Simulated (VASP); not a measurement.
Set up this calculation in VASP 6.6.1, as the native input.

| Property | Result |
| --- | --- |
| Task | single point |
| Functional | PBE-based screened hybrid with 25 % exact exchange |
| Potentials or basis | VASP PAW PBE potentials, release 64 (Pb_d, S) |
| Cutoff | 520 eV |
| k mesh | 4 × 4 × 4 |
| Occupations | fermi-dirac, width 0.05 eV |
| Spin | no spin polarisation |
| Dipole correction | no |
| Grid for exact exchange (PRECFOCK) | Normal |
| Share of exact exchange | 0.25 |
| Further INCAR settings | ALGO = Normal; EDIFF = 1e-06; NBANDS = 17 |
| Screening parameter | 0.6 1/Å |

The system is PbS.

```
Pb S
1.0
     3.65366    0.00000    0.00000
     0.00000    3.65366    0.00000
     0.00000    0.00000    3.65366
Pb S
1 1
Direct
  0.00000 0.00000 0.00000
  0.50000 0.50000 0.50000
```

The input as run:

POSCAR

```
PbS
1.0
    3.6536590000      0.0000000000      0.0000000000
    0.0000000000      3.6536590000      0.0000000000
    0.0000000000      0.0000000000      3.6536590000
Pb S
1 1
Direct
    0.0000000000      0.0000000000      0.0000000000
    0.5000000000      0.5000000000      0.5000000000
```

INCAR.step1

```
SYSTEM = PbS
PREC = Accurate
ENCUT = 520
EDIFF = 1E-5
ISMEAR = -1
SIGMA = 0.05
LREAL = .False.
LASPH = .True.
NELM = 80
ALGO = Normal
ISIF = 2
LWAVE = .True.
NBANDS = 17
GGA = PE
```

INCAR.step2

```
SYSTEM = PbS
PREC = Accurate
ENCUT = 520
EDIFF = 1E-6
ISMEAR = -1
SIGMA = 0.05
LREAL = .False.
LASPH = .True.
NELM = 80
ALGO = Normal
ISIF = 2
LWAVE = .False.
LCHARG = .True.
GGA = PE
LHFCALC = .True.
AEXX = 0.25
HFSCREEN = 0.6
PRECFOCK = Normal
LELF = .True.
LVHAR = .True.
NBANDS = 17
ISTART = 1
```

KPOINTS

```
Automatic mesh
0
Gamma
  4 4 4
  0 0 0
```

Potentials or basis: VASP PAW PBE potentials, release 64 (Pb_d, S).

Command:

```console
$ cat potpaw_PBE.64/Pb_d/POTCAR potpaw_PBE.64/S/POTCAR > POTCAR
$ cp INCAR.step1 INCAR
$ mpirun -np 1 vasp_std > vasp.out
$ cp INCAR.step2 INCAR
$ mpirun -np 1 vasp_std > vasp.out
```

It gave:

| Property | Result |
| --- | --- |
| Pressure | -1.6 GPa |
| Band gap on the k mesh | zero (bands 10 and 11 overlap by 0.29 eV) |

Caveat: the k points lie up to 0.43 Å⁻¹ apart; the PAW data sets were made with another functional, which shifts forces and pressure a little; spin-orbit coupling is left out, which moves the levels of the heavy elements.

Wall time 8.2 min on 1 thread of Intel(R) Xeon(R) Platinum 8375C CPU @ 2.90GHz (Ice Lake) (shared host), peak memory 0.28 GiB.
